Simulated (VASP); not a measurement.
# SiO2 (P6_422) in VASP: further runs

The runs below take SiO2 through single point, with PBE.

Program: VASP 6.6.1. These are calculated values, not measurements. Logs are shortened: lines on timing, memory, paths and dates and some standing lists are left out, and cuts for length are marked.

## Step 1: The cell of the first run

The structure is hexagonal, space group P6_422 (No. 181). Conventional cell: a = 5.182 Å, b = 5.182 Å, c = 5.417 Å, α = 90.00°, β = 90.00°, γ = 120.00°. Within 2.2 Å of Si (site symmetry 222) lie 4 O at 1.62 Å. O (site symmetry 2) has 2 Si at 1.62 Å within 2.2 Å.

## Step 2: Single point, PBE (strain +0.015 along x and y, -0.030 along z)

The input, INCAR:

```
ALGO     = Normal         # electronic algorithm
EDIFF    = 1E-7           # SCF threshold, eV
ENCUT    = 520            # plane-wave cutoff, eV
GGA      = PE             # functional
ISIF     = 2              # what is computed and relaxed
ISMEAR   = 0              # smearing method
LASPH    = T              # aspherical terms in the spheres
LCHARG   = F              # write CHGCAR
LREAL    = F              # projectors in reciprocal space
LWAVE    = F              # write WAVECAR
NBANDS   = 34             # bands
NELM     = 80             # most SCF steps
PREC     = Accurate       # precision mode
SIGMA    = 0.05           # smearing width, eV
```

The input, KPOINTS:

```
k-points
0
Gamma
  6 6 4
```

The input, POSCAR:

```
SiO2
1.0
    5.1819585999      0.0000000000      0.0000000000
   -2.5909793000      4.4877077888      0.0000000000
    0.0000000000      0.0000000000      5.4174953921
Si O
3 6
Direct
    0.0000000000      0.5000000000      0.3333333333
    0.5000000000      0.5000000000      0.6666666667
    0.5000000000      0.0000000000      0.0000000000
    0.5839605948      0.7919802974      0.8333333333
    0.7919802974      0.5839605948      0.5000000000
    0.7919802974      0.2080197026      0.1666666667
    0.4160394052      0.2080197026      0.8333333333
    0.2080197026      0.4160394052      0.5000000000
    0.2080197026      0.7919802974      0.1666666667
```

Potentials or basis: VASP PAW PBE potentials, release 64 (Si, O).

Command:

```
$ cat potpaw_PBE.64/Si/POTCAR potpaw_PBE.64/O/POTCAR > POTCAR
$ mpirun -np 1 vasp_std > vasp.out
```

OUTCAR:

```text
EDIFF = 1E-7
   ENCUT = 520
   GGA = PE
   ISIF = 2
   ISMEAR = 0
   LASPH = T
   LREAL = F
   NELM = 80
   PREC = Accurate

 ion  position               nearest neighbor table
   1  0.000  0.500  0.333-   6 1.62   9 1.62   8 1.62   5 1.62
   2  0.500  0.500  0.667-   4 1.62   7 1.62   5 1.62   8 1.62
   3  0.500  0.000  0.000-   6 1.62   9 1.62   7 1.62   4 1.62
   4  0.584  0.792  0.833-   2 1.62   3 1.62
   5  0.792  0.584  0.500-   2 1.62   1 1.62
   6  0.792  0.208  0.167-   1 1.62   3 1.62
   7  0.416  0.208  0.833-   2 1.62   3 1.62
   8  0.208  0.416  0.500-   2 1.62   1 1.62
   9  0.208  0.792  0.167-   1 1.62   3 1.62

  LATTYP: Found a hexagonal cell.
 ALAT       =     5.1819585999
 C/A-ratio  =     1.0454532370

  Lattice vectors:

 A1 = (   5.1819585999,   0.0000000000,   0.0000000000)
 A2 = (  -2.5909793000,   4.4877077888,   0.0000000000)
 A3 = (   0.0000000000,   0.0000000000,   5.4174953921)

Analysis of symmetry for initial positions (statically):
=====================================================================
 Subroutine PRICEL returns:
 Original cell was already a primitive cell.

 Routine SETGRP: Setting up the symmetry group for a
 hexagonal supercell.

 Subroutine GETGRP returns: Found 12 space group operations
 (whereof  4 operations were pure point group operations)
 out of a pool of 24 trial point group operations.

The static configuration has the point symmetry D_2 .
 The point group associated with its full space group is D_6 .

Analysis of symmetry for dynamics (positions and initial velocities):
=====================================================================
 Subroutine PRICEL returns:
 Original cell was already a primitive cell.

 Routine SETGRP: Setting up the symmetry group for a
 hexagonal supercell.

 Subroutine GETGRP returns: Found 12 space group operations
 (whereof  4 operations were pure point group operations)
 out of a pool of 24 trial point group operations.

The dynamic configuration has the point symmetry D_2 .
 The point group associated with its full space group is D_6 .

 Subroutine INISYM returns: Found 12 space group operations
 (whereof  4 operations are pure point group operations),
 and found     1 'primitive' translations

----------------------------------------------------------------------------------------

                                     Primitive cell

  volume of cell :     125.9845

  direct lattice vectors                    reciprocal lattice vectors
     5.181958600  0.000000000  0.000000000     0.192977227  0.111415454  0.000000000
    -2.590979300  4.487707789  0.000000000     0.000000000  0.222830908  0.000000000
     0.000000000  0.000000000  5.417495392     0.000000000  0.000000000  0.184587144

  length of vectors
     5.181958600  5.181958600  5.417495392     0.222830908  0.222830908  0.184587144

  position of ions in fractional coordinates (direct lattice)
     1.000000000  0.500000000  0.333333333
     0.500000000  0.500000000  0.666666667
     0.500000000  0.000000000  0.000000000
     0.583960595  0.791980297  0.833333333
     0.791980297  0.583960595  0.500000000
     0.791980297  0.208019703  0.166666667
     0.416039405  0.208019703  0.833333333
     0.208019703  0.416039405  0.500000000
     0.208019703  0.791980297  0.166666667

  ion indices of the primitive-cell ions
   primitive index   ion index
                 1           1
                 2           2
                 3           3
                 4           4
                 5           5
                 6           6
                 7           7
                 8           8
                 9           9

----------------------------------------------------------------------------------------

 KPOINTS: k-points

Automatic generation of k-mesh.
 Grid dimensions read from file:
 generate k-points for:    6    6    4

 Generating k-lattice:

  Cartesian coordinates                     Fractional coordinates (reciprocal lattice)
     0.032162871  0.018569242  0.000000000     0.166666667 -0.000000000  0.000000000
     0.000000000  0.037138485  0.000000000     0.000000000  0.166666667  0.000000000
     0.000000000  0.000000000  0.046146786     0.000000000  0.000000000  0.250000000

  Length of vectors
     0.037138485  0.037138485  0.046146786

  Shift w.r.t. Gamma in fractional coordinates (k-lattice)
     0.000000000  0.000000000  0.000000000

 Subroutine IBZKPT returns following result:
 ===========================================

 Found     21 irreducible k-points:

 Following reciprocal coordinates:
            Coordinates               Weight
  0.000000  0.000000  0.000000      1.000000
  0.166667  0.000000  0.000000      6.000000
  0.333333  0.000000  0.000000      6.000000
  0.500000  0.000000  0.000000      3.000000
  0.166667  0.166667  0.000000      6.000000
  0.333333  0.166667  0.000000     12.000000
[... 13 lines left out ...]
  0.333333  0.166667  0.500000     12.000000
  0.333333  0.333333  0.500000      2.000000
   k-points           NKPTS =     21   k-points in BZ     NKDIM =     21   number of bands    NBANDS=     34
   number of dos      NEDOS =    301   number of ions     NIONS =      9
   total plane-waves  NPLWV =  64000
   dimension x,y,z NGX =    40 NGY =   40 NGZ =   40
   dimension x,y,z NGXF=    80 NGYF=   80 NGZF=   80
   ions per type =               3   6
   NGX,Y,Z   is equivalent  to a cutoff of  12.83, 12.83, 12.27 a.u.
   NGXF,Y,Z  is equivalent  to a cutoff of  25.67, 25.67, 24.55 a.u.
 SYSTEM =  unknown system
   PREC   = accura    normal or accurate (medium, high low for compatibility)
   ISTART =      0    job   : 0-new  1-cont  2-samecut
   ICHARG =      2    charge: 1-file 2-atom 10-const
   ISPIN  =      1    spin polarized calculation?
   LNONCOLLINEAR =      F non collinear calculations
   LSORBIT =      F    spin-orbit coupling
   LASPH  =      T    aspherical Exc in radial PAW
   ENCUT  =  520.0 eV  38.22 Ry    6.18 a.u.   9.64  9.64 10.07*2*pi/ulx,y,z
   NELM   =     80;   NELMIN=  2; NELMDL= -5     # of ELM steps
   EDIFF  = 0.1E-06   stopping-criterion for ELM
   LREAL  =      F    real-space projection
   EDIFFG = 0.1E-05   stopping-criterion for IOM
   NSW    =      0    number of steps for IOM
   IBRION =     -1    ionic relax: 0-MD 1-quasi-New 2-CG
   NFREE  =      0    steps in history (QN), initial steepest desc. (CG)
   ISIF   =      2    stress and relaxation
   ISYM   =      2    0-nonsym 1-usesym 2-fastsym
   POTIM  = 0.5000    time-step for ionic-motion
   TEBEG  =    0.0;   TEEND  =   0.0 temperature during run
   PSTRESS=    0.0 pullay stress
   NELECT =      48.0000    total number of electrons
   NUPDOWN=      -1.0000    fix difference up-down
   EMIN   =  10.00;   EMAX   =-10.00  energy-range for DOS
   EFERMI =   0.00;   METHOD = LEGACY
   ISMEAR =     0;   SIGMA  =   0.05  broadening in eV -4-tet -1-fermi 0-gaus
   EFERMI_NEDOS =   21; number of points for ismear=-14 and -15
   IALGO  =     38    algorithm
   IMIX   =      4    mixing-type and parameters
     AMIX     =   0.40;   BMIX     =  1.00
     AMIX_MAG =   1.60;   BMIX_MAG =  1.00
  volume/ion in A,a.u.               =      14.00        94.47
  Fermi-wavevector in a.u.,A,eV,Ry     =   1.186815  2.242754 19.164200  1.408529
  Thomas-Fermi vector in A             =   2.322979
   LORBIT       =      0    0 simple, 1 ext, 2 COOP (PROOUT), +10 PAW based schemes
   GGA     = PE    functional components
   LHFCALC =     F    Hartree Fock is set to
   AEXX    =    0.0000 exact exchange contribution
   IVDW    =     0    specifies the selected vdW correction
   LEPSILON=     F    determine dielectric tensor
   LRPA    =     F    only Hartree local field effects (RPA)
 non-spin polarized calculation
 Gauss-broadening in eV      SIGMA  =   0.05
  energy-cutoff  :      520.00
  volume of cell :      125.98
 maximum number of plane-waves:      3428
 NGX is ok and might be reduce to    40
   NGX = 19   NGY = 19   NGZ = 21

 number of electron      48.0000013 magnetization

 Free energy of the ion-electron system (eV)
  ---------------------------------------------------
  ext. energy  EPLUGINS =         0.00000000
  ---------------------------------------------------
  free energy    TOTEN  =       -71.08825732 eV

  energy without entropy =      -71.08825732  energy(sigma->0) =      -71.08825732

 E-fermi :   0.5864     XC(G=0):  -8.6208

 val. band max:        0.3433353180   @ k =   0.5000   0.0000   0.0000
 cond. band min:       5.8747426758   @ k =   0.0000   0.0000   0.0000
 fundamental gap:      5.5314073578
 Fermi energy:         0.5863759647

 k-point     1 :       0.0000    0.0000    0.0000
  band No.  band energies     occupation
      1     -18.9433      2.00000
      2     -17.4769      2.00000
      3     -17.4769      2.00000
      4     -16.9920      2.00000
      5     -16.9508      2.00000
      6     -16.9508      2.00000
[... 26 lines left out ...]
     33      12.8528      0.00000
     34      12.8528      0.00000

 k-point     2 :       0.1667    0.0000    0.0000
  band No.  band energies     occupation
      1     -18.8728      2.00000
      2     -17.6024      2.00000
      3     -17.4858      2.00000
      4     -16.9745      2.00000
      5     -16.9437      2.00000
      6     -16.9397      2.00000
[... 26 lines left out ...]
     33      12.7966      0.00000
     34      13.4375      0.00000
[... 664 lines left out ...]
     33      11.3233      0.00000
     34      11.7325      0.00000

 k-point    21 :       0.3333    0.3333    0.5000
  band No.  band energies     occupation
      1     -18.4688      2.00000
      2     -17.8346      2.00000
      3     -17.8346      2.00000
      4     -16.9689      2.00000
      5     -16.9173      2.00000
      6     -16.9173      2.00000
[... 26 lines left out ...]
     33      11.6362      0.00000
     34      11.6717      0.00000

------------------------ aborting loop because EDIFF is reached ----------------------------------------

  FORCE on cell =-STRESS in cart. coord.  units (eV):
  Direction    XX          YY          ZZ          XY          YZ          ZX
  --------------------------------------------------------------------------------------
  -------------------------------------------------------------------------------------
  Total       -0.7444245     -0.7444245      1.6481863      0.0000000     -0.0000000      0.0000000
  in kB       -9.4670391     -9.4670391     20.9604120      0.0000000     -0.0000000      0.0000000
  external PRESSURE =       0.6754446 kB  Pullay stress =       0.0000000 kB

 VOLUME and BASIS-vectors are now :
 -----------------------------------------------------------------------------
  energy-cutoff  :      520.00
  volume of cell :      125.98
      direct lattice vectors                 reciprocal lattice vectors
     5.181958600  0.000000000  0.000000000     0.192977227  0.111415454  0.000000000
    -2.590979300  4.487707789  0.000000000     0.000000000  0.222830908  0.000000000
     0.000000000  0.000000000  5.417495392     0.000000000  0.000000000  0.184587144

 POSITION                                       TOTAL-FORCE (eV/Angst)
 -----------------------------------------------------------------------------------
     -1.29549      2.24385      1.80583        -0.000000      0.000000     -0.000000
      1.29549      2.24385      3.61166         0.000000      0.000000     -0.000000
      2.59098      0.00000      0.00000         0.000000      0.000000     -0.000000
      0.97406      3.55418      4.51458        -0.048985     -0.028282      0.000000
      2.59098      2.62064      2.70875         0.000000     -0.056563     -0.000000
      3.56503      0.93353      0.90292        -0.048985      0.028282      0.000000
      1.61692      0.93353      4.51458         0.048985      0.028282      0.000000
     -0.00000      1.86706      2.70875        -0.000000      0.056563     -0.000000
     -0.97406      3.55418      0.90292         0.048985     -0.028282     -0.000000
 -----------------------------------------------------------------------------------
    total drift:                               -0.000000     -0.000000     -0.000001

  FREE ENERGIE OF THE ION-ELECTRON SYSTEM (eV)
  ---------------------------------------------------
  free  energy   TOTEN  =       -71.0882573236 eV

  energy  without entropy=      -71.0882573236  energy(sigma->0) =      -71.08825732
```

It took 2.2 min on 1 thread of Intel Xeon 8259CL, shared host; peak memory 0.26 GiB.

What came out:

```yaml
Free_energy: -71.0883 eV
Pressure: 0.1 GPa
Largest_force: 0.057 eV/Å
Band_gap_on_the_k_mesh: 5.53 eV (least direct gap 5.83 eV)
```

Forces in eV/Å, atoms in the order of the input:
```
Si   0.000  0.000  0.000
Si   0.000  0.000  0.000
Si   0.000  0.000  0.000
O   -0.049 -0.028  0.000
O    0.000 -0.057  0.000
O   -0.049  0.028  0.000
O    0.049  0.028  0.000
O    0.000  0.057  0.000
O    0.049 -0.028  0.000
```

Stress tensor (GPa, compression positive):
```
-0.95  0.00  0.00
 0.00 -0.95  0.00
 0.00  0.00  2.10
```

Caveat: the cell differs from its parent crystal (strain +0.015 along x and y, -0.030 along z). A k mesh can miss the band edges.

## Step 3: Single point, PBE (strain +0.000 along x and y, +0.015 along z)

The input, INCAR:

```
PREC     = Accurate       # precision mode
ENCUT    = 520            # plane-wave cutoff, eV
EDIFF    = 1E-6           # SCF threshold, eV
ISMEAR   = 0              # smearing method
SIGMA    = 0.05           # smearing width, eV
LREAL    = False          # projectors in reciprocal space
LASPH    = True           # aspherical terms in the spheres
NELM     = 80             # most SCF steps
ALGO     = Normal         # electronic algorithm
ISIF     = 2              # what is computed and relaxed
LWAVE    = False          # write WAVECAR
LCHARG   = True           # write CHGCAR
GGA      = PE             # functional
LELF     = True           # ELF
LVHAR    = True         
NBANDS   = 34             # bands
```

The input, KPOINTS:

```
regular mesh
0
Gamma
  6 6 4
```

POSCAR: that of step 2 with these lines changed.

```diff
@@ -2,5 +2,5 @@
 1.0
-    5.1819585999      0.0000000000      0.0000000000
-   -2.5909793000      4.4877077888      0.0000000000
-    0.0000000000      0.0000000000      5.4174953921
+    5.1053779309      0.0000000000      0.0000000000
+   -2.5526889655      4.4213869841      0.0000000000
+    0.0000000000      0.0000000000      5.6688224979
 Si O
```

Potentials or basis: VASP PAW PBE potentials, release 64 (Si, O).

Command:

```
$ cat potpaw_PBE.64/Si/POTCAR potpaw_PBE.64/O/POTCAR > POTCAR
$ mpirun -np 1 vasp_std > vasp.out
```

Wall time 2 min (1 thread of Intel Xeon 8259CL, shared host); peak memory 0.26 GiB.

Results (log left out):

```yaml
Free_energy: -71.1102 eV
Pressure: -2.5 GPa
Largest_force: 0.103 eV/Å
Band_gap_on_the_k_mesh: 5.43 eV (least direct gap 5.58 eV)
```

Forces in eV/Å, atoms in the order of the input:
```
Si   0.000  0.000  0.000
Si   0.000  0.000  0.000
Si   0.000  0.000  0.000
O   -0.089 -0.051  0.000
O    0.000 -0.103  0.000
O   -0.089  0.051  0.000
O    0.089  0.051  0.000
O    0.000  0.103  0.000
O    0.089 -0.051  0.000
```

Stress tensor (GPa, compression positive):
```
-2.11  0.00  0.00
 0.00 -2.11  0.00
 0.00  0.00 -3.18
```

Levels at points of the mesh, in eV from the valence-band top:
```tsv
k point	band 22	band 23	band 24	band 25	band 26	band 27
(0.00, 0.00, 0.00)	-0.44	-0.44	-0.15	5.43	8.75	8.75
(0.50, 0.00, 0.00)	-0.96	-0.36	-0.01	7.48	8.29	9.39
(0.00, 0.00, 0.50)	-0.32	0.00	0.00	7.24	7.24	8.30
(0.50, 0.00, 0.50)	-0.72	-0.70	-0.31	8.03	8.63	9.08
```

Caveat: the cell differs from its parent crystal (strain +0.000 along x and y, +0.015 along z).
